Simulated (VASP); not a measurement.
A run of VASP 6.6.1 is set up as follows.

File INCAR:

```
SYSTEM = Sb
PREC = Accurate
ENCUT = 520
EDIFF = 1E-6
ISMEAR = -1
SIGMA = 0.05
LREAL = .FALSE.
LASPH = .TRUE.
NELM = 100
ALGO = Normal
ISIF = 2
LWAVE = .FALSE.
LCHARG = .FALSE.
GGA = CA
NBANDS = 8
```

The input KPOINTS:

```
regular mesh
0
G
  12 12 12
  0 0 0
```

File POSCAR:

```
Sb
1.0
   -1.5869811508      1.5869811508      2.7298988119
    1.5869811508     -1.5869811508      2.7298988119
    1.5869811508      1.5869811508     -2.7298988119
Sb
1
Direct
    0.0000000000      0.0000000000      0.0000000000
```

Potentials or basis: VASP PAW LDA potentials, release 64 (Sb).

The run is started by

```console
$ cat potpaw_LDA.64/Sb/POTCAR > POTCAR
$ mpirun -np 1 vasp_std > vasp.out
```

(1) Predict the pressure.

Answers

(1) -3.5 GPa.
